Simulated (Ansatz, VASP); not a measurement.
# Na3OF in VASP and in Ansatz

INCAR

```
PREC     = Accurate       # precision mode
ENCUT    = 520            # plane-wave cutoff, eV
EDIFF    = 1E-7           # SCF threshold, eV
ISMEAR   = 0              # smearing method
SIGMA    = 0.01           # smearing width, eV
LREAL    = F              # projectors in reciprocal space
LASPH    = T              # aspherical terms in the spheres
NELM     = 80             # most SCF steps
ALGO     = Normal         # electronic algorithm
ISIF     = 2              # what is computed and relaxed
LWAVE    = F              # write WAVECAR
LCHARG   = F              # write CHGCAR
GGA      = PE             # functional
NBANDS   = 25             # bands
```

Contents of KPOINTS:

```
regular mesh
0
Gamma
  6 6 6
```

POSCAR

```
Na3OF
1.0
    4.3173052066      0.0000000000      0.0000000000
    0.0000000000      4.3173052066      0.0000000000
    0.0000000000      0.0000000000      4.3173052066
F O Na
1 1 3
Direct
    0.0000000000      0.0000000000      0.0000000000
    0.5000000000      0.5000000000      0.5000000000
    0.5000000000      0.5000000000      0.0000000000
    0.5000000000      0.0000000000      0.5000000000
    0.0000000000      0.5000000000      0.5000000000
```

Input for Ansatz:

```yaml
crystal:
  lattice:
    - [4.3173052066, 0.0, 0.0]
    - [0.0, 4.3173052066, 0.0]
    - [0.0, 0.0, 4.3173052066]
  atoms:
    - { symbol: F, position: [0.0, 0.0, 0.0] }
    - { symbol: O, position: [0.5, 0.5, 0.5] }
    - { symbol: Na, position: [0.5, 0.5, 0.0] }
    - { symbol: Na, position: [0.5, 0.0, 0.5] }
    - { symbol: Na, position: [0.0, 0.5, 0.5] }
kpoints:
  mp_grid: { grid: [6, 6, 6] }
hamiltonian:
  xc: pbe
scf:
  occupations: { method: fixed }
  n_extra_bands: 5
output:
  forces: true
  stress: true
  eigenvalues: true
```

Alike in both runs: task single point; functional PBE; k mesh 6 × 6 × 6; no spin polarisation.

```csv
,VASP,Ansatz
version,VASP 6.6.1,Ansatz 0.2.0
potentials or method,"VASP PAW PBE potentials, release 64 (F, O, Na_pv)","plane waves, PAW"
plane-wave cutoff (eV),520,420
occupations,"gaussian, width 0.01 eV",fixed
valence electrons in the cell,34,40
```

|  | VASP | Ansatz | Ansatz less VASP |
| --- | --- | --- | --- |
| gap on the k mesh at the Fermi level (eV) | 2.02 | 2.05 | +0.030 |
| pressure (GPa) | 2.6 | 2.5 | -0.16 |

VASP's potentials hold 34 valence electrons a cell and Ansatz's 40, so a difference there can come from the potentials and not from the codes.
